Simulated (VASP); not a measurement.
# N in VASP: further runs

N is run at these levels: PBE+D3(BJ); tasks: single point.

Everything below comes from runs of VASP 6.6.1. Logs are shortened: lines on timing, memory, paths and dates and some standing lists are left out, and cuts for length are marked.

**1. The cell of the first run**

The cell holds a disordered packing, 24 atoms: a = 9.672 Å, b = 9.672 Å, c = 9.672 Å, α = 90.00°, β = 90.00°, γ = 90.00°.

**2. Single point, PBE+D3(BJ)**

Contents of INCAR:

```
ALGO = Normal ; EDIFF = 1E-7
ENCUT = 520 ; GGA = PE
ISIF = 2 ; ISMEAR = -1
IVDW = 12 ; LASPH = T
LCHARG = F ; LREAL = Auto
LWAVE = F ; NBANDS = 78
NELM = 60 ; PREC = Accurate
SIGMA = 0.02
```

Contents of KPOINTS:

```
k-points
0
Gamma
  1 1 1
```

Contents of POSCAR:

```
N
1.0
    9.6720280000      0.0000000000      0.0000000000
    0.0000000000      9.6720280000      0.0000000000
    0.0000000000      0.0000000000      9.6720280000
N
24
Direct
    0.0868587229      0.9403301976      0.1429793214
    0.1937649477      0.8991082325      0.1626132596
    0.7596442028      0.3838078219      0.9759587131
    0.6995016971      0.4451083061      0.8983948351
   -0.0148469380      0.9053530449      0.7230024562
    0.0400743257      0.8484570144      0.8039265395
    0.7394726318      0.2533491425      0.5208835210
    0.6710795295      0.1601422163      0.5240576227
    0.4390082411      0.0430002891      0.8060150364
    0.4633361276      0.1544040195      0.8036267058
    0.3979310234      0.4957802025      0.6813669274
    0.3046413844      0.4424201419      0.7148655897
    0.5845723358      0.9344989489      0.1791661480
    0.4940949302      0.9520340512      0.1113003395
    0.4929679691      0.4285450787      0.2551688229
    0.4257535235      0.3380986904      0.2773771954
    0.6339828627      0.8721438772      0.5438673254
    0.6978784594      0.7903926664      0.4950668050
    0.3369717292      0.8572452437      0.5309434588
    0.2535042289      0.9318314629      0.5627465098
    0.9595712502      0.5135220866      0.5824528217
    0.9752246375      0.4595933759      0.6817494738
    0.1320095434      0.2099973242      0.9997282886
    0.0798591567      0.1809237939      0.9053116885
```

Potentials or basis: VASP PAW PBE potentials, release 64 (N).

Run with:

```bash
> cat potpaw_PBE.64/N/POTCAR > POTCAR
> mpirun -np 1 vasp_gam > vasp.out
```

OUTCAR:

```text
EDIFF = 1E-7
   ENCUT = 520
   GGA = PE
   ISIF = 2
   ISMEAR = -1
   IVDW = 12
   LASPH = T
   LREAL = Auto
   NELM = 60
   PREC = Accurate
 IVDW          = 12

 ion  position               nearest neighbor table
   1  0.087  0.940  0.143-   2 1.12
   2  0.194  0.899  0.163-   1 1.12
   3  0.760  0.384  0.976-   4 1.12
   4  0.700  0.445  0.898-   3 1.12
   5  0.985  0.905  0.723-   6 1.09
   6  0.040  0.848  0.804-   5 1.09
[... 16 lines left out ...]
  23  0.132  0.210  1.000-  24 1.08
  24  0.080  0.181  0.905-  23 1.08

  LATTYP: Found a simple cubic cell.
 ALAT       =     9.6720280000

  Lattice vectors:

 A1 = (   9.6720280000,   0.0000000000,   0.0000000000)
 A2 = (   0.0000000000,   9.6720280000,   0.0000000000)
 A3 = (   0.0000000000,   0.0000000000,   9.6720280000)

Analysis of symmetry for initial positions (statically):
=====================================================================
 Subroutine PRICEL returns:
 Original cell was already a primitive cell.

 Routine SETGRP: Setting up the symmetry group for a
 simple cubic supercell.

 Subroutine GETGRP returns: Found  1 space group operations
 (whereof  1 operations were pure point group operations)
 out of a pool of 48 trial point group operations.

The static configuration has the point symmetry C_1 .

Analysis of symmetry for dynamics (positions and initial velocities):
=====================================================================
 Subroutine PRICEL returns:
 Original cell was already a primitive cell.

 Routine SETGRP: Setting up the symmetry group for a
 simple cubic supercell.

 Subroutine GETGRP returns: Found  1 space group operations
 (whereof  1 operations were pure point group operations)
 out of a pool of 48 trial point group operations.

The dynamic configuration has the point symmetry C_1 .

 Subroutine INISYM returns: Found  1 space group operations
 (whereof  1 operations are pure point group operations),
 and found     1 'primitive' translations

----------------------------------------------------------------------------------------

                                     Primitive cell

  volume of cell :     904.8001

  direct lattice vectors                    reciprocal lattice vectors
[... 109 lines left out ...]
   EDIFFG = 0.1E-05   stopping-criterion for IOM
   NSW    =      0    number of steps for IOM
   IBRION =     -1    ionic relax: 0-MD 1-quasi-New 2-CG
   NFREE  =      0    steps in history (QN), initial steepest desc. (CG)
   ISIF   =      2    stress and relaxation
   ISYM   =      2    0-nonsym 1-usesym 2-fastsym
   POTIM  = 0.5000    time-step for ionic-motion
   TEBEG  =    0.0;   TEEND  =   0.0 temperature during run
   PSTRESS=    0.0 pullay stress
   NELECT =     120.0000    total number of electrons
   NUPDOWN=      -1.0000    fix difference up-down
   EMIN   =  10.00;   EMAX   =-10.00  energy-range for DOS
   EFERMI =   0.00;   METHOD = LEGACY
   ISMEAR =    -1;   SIGMA  =   0.02  broadening in eV -4-tet -1-fermi 0-gaus
   EFERMI_NEDOS =   21; number of points for ismear=-14 and -15
   IALGO  =     38    algorithm
   IMIX   =      4    mixing-type and parameters
     AMIX     =   0.40;   BMIX     =  1.00
     AMIX_MAG =   1.60;   BMIX_MAG =  1.00
  volume/ion in A,a.u.               =      37.70       254.41
  Fermi-wavevector in a.u.,A,eV,Ry     =   0.834868  1.577671  9.483318  0.697004
  Thomas-Fermi vector in A             =   1.948331
   LORBIT       =      0    0 simple, 1 ext, 2 COOP (PROOUT), +10 PAW based schemes
   GGA     = PE    functional components
   LHFCALC =     F    Hartree Fock is set to
   AEXX    =    0.0000 exact exchange contribution
   IVDW    =    12    specifies the selected vdW correction
   LEPSILON=     F    determine dielectric tensor
   LRPA    =     F    only Hartree local field effects (RPA)
 non-spin polarized calculation
  energy-cutoff  :      520.00
  volume of cell :      904.80
 maximum number of plane-waves:     12152
 NGX is ok and might be reduce to    70
   NGX = 35   NGY = 35   NGZ = 35

 number of electron     120.0000000 magnetization

 Free energy of the ion-electron system (eV)
  ---------------------------------------------------
  ext. energy  EPLUGINS =         0.00000000
  ---------------------------------------------------
  free energy    TOTEN  =      -199.50386129 eV

  energy without entropy =     -199.50386129  energy(sigma->0) =     -199.50386129

 E-fermi :  -7.0721     XC(G=0):  -4.6587

 val. band max:       -7.6287428497   @ k =   0.0000   0.0000   0.0000
 cond. band min:      -0.4889956660   @ k =   0.0000   0.0000   0.0000
 fundamental gap:      7.1397471837
 Fermi energy:        -7.0720708120

 k-point     1 :       0.0000    0.0000    0.0000
  band No.  band energies     occupation
      1     -26.6115      2.00000
      2     -26.5173      2.00000
      3     -26.4235      2.00000
      4     -26.3420      2.00000
      5     -26.2248      2.00000
      6     -26.2064      2.00000
[... 64 lines left out ...]
     71      -0.0302      0.00000
     72      -0.0092      0.00000
 [bands above 72 left out]

------------------------ aborting loop because EDIFF is reached ----------------------------------------

 Edisp (eV)   -0.76517

 E8    (eV) :    -0.1811

  FORCE on cell =-STRESS in cart. coord.  units (eV):
  Direction    XX          YY          ZZ          XY          YZ          ZX
  --------------------------------------------------------------------------------------
  -------------------------------------------------------------------------------------
  Total       2.98902     2.90546     6.87203     3.36341    -1.26577     2.53797
  in kB       5.29282     5.14485    12.16867     5.95577    -2.24136     4.49412
  external pressure =        7.54 kB  Pullay stress =        0.00 kB

 VOLUME and BASIS-vectors are now :
 -----------------------------------------------------------------------------
  energy-cutoff  :      520.00
  volume of cell :      904.80
      direct lattice vectors                 reciprocal lattice vectors
     9.672028000  0.000000000  0.000000000     0.103390933  0.000000000  0.000000000
     0.000000000  9.672028000  0.000000000     0.000000000  0.103390933  0.000000000
     0.000000000  0.000000000  9.672028000     0.000000000  0.000000000  0.103390933

 POSITION                                       TOTAL-FORCE (eV/Angst)
 -----------------------------------------------------------------------------------
      0.84010      9.09490      1.38290         1.488628     -0.651706      0.321659
      1.87410      8.69620      1.57280        -1.590733      0.515431     -0.205000
      7.34730      3.71220      9.43950        -0.479684      0.464101     -0.601497
      6.76560      4.30510      8.68930         0.463039     -0.479104      0.610108
      9.52843      8.75660      6.99290        -1.557916      1.488818     -2.131857
      0.38760      8.20630      7.77560         1.439076     -1.547828      2.169991
[... 16 lines left out ...]
      1.27680      2.03110      9.66940         2.619273      1.546718      4.660925
      0.77240      1.74990      8.75620        -2.603766     -1.389929     -4.722344
 -----------------------------------------------------------------------------------
    total drift:                                0.000543      0.000589      0.000867

  FREE ENERGIE OF THE ION-ELECTRON SYSTEM (eV)
  ---------------------------------------------------
  free  energy   TOTEN  =      -200.2690352437 eV

  energy  without entropy=     -200.2690352437  energy(sigma->0) =     -200.26903524
```

stdout:

```text
POSCAR found type information on POSCAR N
 POSCAR found :  1 types and      24 ions
 scaLAPACK will be used
 LDA part: xc-table for (Slater+PW92), standard interpolation
 POSCAR, INCAR and KPOINTS ok, starting setup
 FFT: planning ... GRIDC
 FFT: planning ... GRID_SOFT
 FFT: planning ... GRID
 WAVECAR not read
 entering main loop
```

Run time: 5.4 min. Hardware: 1 thread of AMD EPYC, shared host; peak memory 0.62 GiB.

Results:

```
Free energy                : -200.2690 eV
Pressure                   : 0.8 GPa
Largest force              : 5.569 eV/Å
Dispersion energy per atom : -0.032 eV
```

Forces in eV/Å, atoms in the order of the input:
```
N    1.489 -0.652  0.322
N   -1.591  0.515 -0.205
N   -0.480  0.464 -0.601
N    0.463 -0.479  0.610
N   -1.558  1.489 -2.132
N    1.439 -1.548  2.170
N   -0.452 -0.651  0.022
N    0.459  0.874 -0.064
N   -0.327 -1.489  0.035
N    0.353  1.506 -0.019
N    3.356  1.937 -1.229
N   -3.313 -1.910  1.213
N    0.766 -0.152  0.593
N   -0.663  0.180 -0.562
N    0.210  0.288 -0.082
N   -0.205 -0.298  0.080
N   -0.273  0.230  0.350
N    0.393 -0.474 -0.295
N   -1.437  1.076  0.431
N    1.361 -1.107 -0.579
N   -0.180  0.749 -1.333
N    0.173 -0.703  1.337
N    2.619  1.547  4.661
N   -2.604 -1.390 -4.722
```

Stress tensor (GPa, compression positive):
```
 0.53  0.60  0.45
 0.60  0.51 -0.22
 0.45 -0.22  1.22
```

Caveat: the k points lie up to 0.65 Å⁻¹ apart; the standard files for N, O and F lose accuracy on very short bonds; the atoms stand as in a frame of molecular dynamics.

**3. Single point, PBE+D3(BJ)**

Contents of INCAR:

```
PREC = Accurate
ENCUT = 520
EDIFF = 1E-6
ISMEAR = -1
SIGMA = 0.02
LREAL = Auto
LASPH = True
NELM = 80
ALGO = Normal
ISIF = 2
LWAVE = False
LCHARG = True
GGA = PE
IVDW = 12
LELF = True
LVHAR = True
NBANDS = 78
```

Contents of KPOINTS:

```
Automatic mesh
0
Gamma
  1 1 1
```

Contents of POSCAR:

```
N
1.0
    9.6720280000      0.0000000000      0.0000000000
    0.0000000000      9.6720280000      0.0000000000
    0.0000000000      0.0000000000      9.6720280000
N
24
Direct
    0.0822681655      0.9760724431      0.1916040772
    0.1652807457      0.9000387509      0.2129853222
    0.7178949441      0.3562334600      0.9795980740
    0.6730542964      0.4195914238      0.8954895499
   -0.0028329116      0.9235395100      0.7444043793
    0.0319167811      0.8599747643      0.8316870050
    0.7292782858      0.2421829217      0.4874158760
    0.6825145667      0.2073815336      0.5865160854
    0.4451186452      0.0454196369      0.7687115877
    0.4407038524      0.1543006286      0.7989534356
    0.4457389908      0.4728067371      0.6863917267
    0.3422446668      0.4364027896      0.7147932161
    0.5307573551      0.9004936710      0.1965048075
    0.4774489900      0.9806423224      0.1328159927
    0.4862682366      0.4222175535      0.1861553751
    0.4264565818      0.3788864135      0.2746476747
    0.6360920378      0.8165919288      0.5493987404
    0.7183808814      0.8181221146      0.4689295771
    0.3047861317      0.8279235751      0.5403416946
    0.2558615422      0.9209030412      0.4938054356
    0.9748731083      0.5462453169      0.5724239012
    0.9912709103      0.5141217540      0.6830625387
    0.1439408571      0.2287421004      0.9954892604
    0.0970944253      0.1787629233      0.9059733905
```

Potentials or basis: VASP PAW PBE potentials, release 64 (N).

Run with:

```bash
> cat potpaw_PBE.64/N/POTCAR > POTCAR
> mpirun -np 1 vasp_gam > vasp.out
```

OUTCAR:

```text
PREC = Accurate
   ENCUT = 520
   EDIFF = 1E-6
   ISMEAR = -1
   LREAL = Auto
   LASPH = True
   NELM = 80
   ISIF = 2
   GGA = PE
   IVDW = 12
 IVDW          = 12

 ion  position               nearest neighbor table
   1  0.082  0.976  0.192-   2 1.11
   2  0.165  0.900  0.213-   1 1.11
   3  0.718  0.356  0.980-   4 1.11
   4  0.673  0.420  0.895-   3 1.11
   5  0.997  0.924  0.744-   6 1.10
   6  0.032  0.860  0.832-   5 1.10
[... 16 lines left out ...]
  23  0.144  0.229  0.995-  24 1.09
  24  0.097  0.179  0.906-  23 1.09

  LATTYP: Found a simple cubic cell.
 ALAT       =     9.6720280000

  Lattice vectors:

 A1 = (   9.6720280000,   0.0000000000,   0.0000000000)
 A2 = (   0.0000000000,   9.6720280000,   0.0000000000)
 A3 = (   0.0000000000,   0.0000000000,   9.6720280000)

Analysis of symmetry for initial positions (statically):
=====================================================================
 Subroutine PRICEL returns:
 Original cell was already a primitive cell.

 Routine SETGRP: Setting up the symmetry group for a
 simple cubic supercell.

 Subroutine GETGRP returns: Found  1 space group operations
 (whereof  1 operations were pure point group operations)
 out of a pool of 48 trial point group operations.

The static configuration has the point symmetry C_1 .

Analysis of symmetry for dynamics (positions and initial velocities):
=====================================================================
 Subroutine PRICEL returns:
 Original cell was already a primitive cell.

 Routine SETGRP: Setting up the symmetry group for a
 simple cubic supercell.

 Subroutine GETGRP returns: Found  1 space group operations
[... 142 lines left out ...]
     AMIX     =   0.40;   BMIX     =  1.00
     AMIX_MAG =   1.60;   BMIX_MAG =  1.00
  volume/ion in A,a.u.               =      37.70       254.41
  Fermi-wavevector in a.u.,A,eV,Ry     =   0.834868  1.577671  9.483318  0.697004
  Thomas-Fermi vector in A             =   1.948331
   LORBIT       =      0    0 simple, 1 ext, 2 COOP (PROOUT), +10 PAW based schemes
   GGA     = PE    functional components
   LHFCALC =     F    Hartree Fock is set to
   AEXX    =    0.0000 exact exchange contribution
   IVDW    =    12    specifies the selected vdW correction
   LEPSILON=     F    determine dielectric tensor
   LRPA    =     F    only Hartree local field effects (RPA)
 non-spin polarized calculation
  energy-cutoff  :      520.00
  volume of cell :      904.80
 maximum number of plane-waves:     12152
 NGX is ok and might be reduce to    70
   NGX = 35   NGY = 35   NGZ = 35

 number of electron     120.0000003 magnetization

 Free energy of the ion-electron system (eV)
  ---------------------------------------------------
  ext. energy  EPLUGINS =         0.00000000
  ---------------------------------------------------
  free energy    TOTEN  =      -199.62647006 eV

  energy without entropy =     -199.62647006  energy(sigma->0) =     -199.62647006

 E-fermi :  -7.2798     XC(G=0):  -4.6614

 val. band max:       -7.7974247710   @ k =   0.0000   0.0000   0.0000
 cond. band min:      -0.4342820383   @ k =   0.0000   0.0000   0.0000
 fundamental gap:      7.3631427327
 Fermi energy:        -7.2798174567

 k-point     1 :       0.0000    0.0000    0.0000
  band No.  band energies     occupation
      1     -26.4683      2.00000
      2     -26.4420      2.00000
      3     -26.4198      2.00000
      4     -26.2402      2.00000
      5     -26.2247      2.00000
      6     -26.1939      2.00000
[... 64 lines left out ...]
     71      -0.0110      0.00000
     72      -0.0049      0.00000
 [bands above 72 left out]

------------------------ aborting loop because EDIFF is reached ----------------------------------------

 Edisp (eV)   -0.76699

 E8    (eV) :    -0.1815

  FORCE on cell =-STRESS in cart. coord.  units (eV):
  Direction    XX          YY          ZZ          XY          YZ          ZX
  --------------------------------------------------------------------------------------
  -------------------------------------------------------------------------------------
  Total       3.38464     5.01159     3.11171     0.54972     0.96954     1.44938
  in kB       5.99336     8.87430     5.51007     0.97342     1.71682     2.56650
  external pressure =        6.79 kB  Pullay stress =        0.00 kB

 VOLUME and BASIS-vectors are now :
 -----------------------------------------------------------------------------
  energy-cutoff  :      520.00
  volume of cell :      904.80
      direct lattice vectors                 reciprocal lattice vectors
     9.672028000  0.000000000  0.000000000     0.103390933  0.000000000  0.000000000
     0.000000000  9.672028000  0.000000000     0.000000000  0.103390933  0.000000000
     0.000000000  0.000000000  9.672028000     0.000000000  0.000000000  0.103390933

 POSITION                                       TOTAL-FORCE (eV/Angst)
 -----------------------------------------------------------------------------------
      0.79570      9.44060      1.85320        -0.563739      0.444799     -0.123651
      1.59860      8.70520      2.06000         0.456882     -0.503571      0.014693
      6.94350      3.44550      9.47470         0.413251     -0.552595      0.638592
      6.50980      4.05830      8.66120        -0.257636      0.513669     -0.652707
      9.64463      8.93250      7.19990        -0.828621      1.364912     -2.011336
      0.30870      8.31770      8.04410         0.780291     -1.464311      1.966184
[... 16 lines left out ...]
      1.39220      2.21240      9.62840         1.576277      1.706963      2.968255
      0.93910      1.72900      8.76260        -1.542871     -1.535327     -2.958182
 -----------------------------------------------------------------------------------
    total drift:                                0.000577      0.002930      0.003407

  FREE ENERGIE OF THE ION-ELECTRON SYSTEM (eV)
  ---------------------------------------------------
  free  energy   TOTEN  =      -200.3934583376 eV

  energy  without entropy=     -200.3934583376  energy(sigma->0) =     -200.39345834
```

It took 3.7 min on 1 thread of AMD EPYC, shared host; peak memory 0.64 GiB.

Results:

| Property | Result |
| --- | --- |
| Free energy | -200.3935 eV |
| Pressure | 0.7 GPa |
| Largest force | 3.769 eV/Å |
| Dispersion energy per atom | -0.032 eV |

Forces in eV/Å, atoms in the order of the input:
```
N   -0.564  0.445 -0.124
N    0.457 -0.504  0.015
N    0.413 -0.553  0.639
N   -0.258  0.514 -0.653
N   -0.829  1.365 -2.011
N    0.780 -1.464  1.966
N    0.062  0.061 -0.152
N    0.002 -0.034  0.102
N    0.096 -3.004 -0.797
N   -0.114  2.871  0.916
N    2.428  0.941 -0.796
N   -2.519 -0.794  0.668
N   -0.236  0.347 -0.288
N    0.252 -0.324  0.265
N   -0.213 -0.072  0.259
N    0.145  0.077 -0.182
N    0.042 -0.006  0.011
N    0.025 -0.005  0.020
N    0.059 -0.261  0.096
N   -0.047  0.233  0.025
N    0.253 -0.482  1.681
N   -0.268  0.478 -1.670
N    1.576  1.707  2.968
N   -1.543 -1.535 -2.958
```

Stress tensor (GPa, compression positive):
```
0.60 0.10 0.26
0.10 0.89 0.17
0.26 0.17 0.55
```

Caveat: the k points lie up to 0.65 Å⁻¹ apart; the standard files for N, O and F lose accuracy on very short bonds; the atoms stand as in a frame of molecular dynamics.

[end of part 1 of 2]
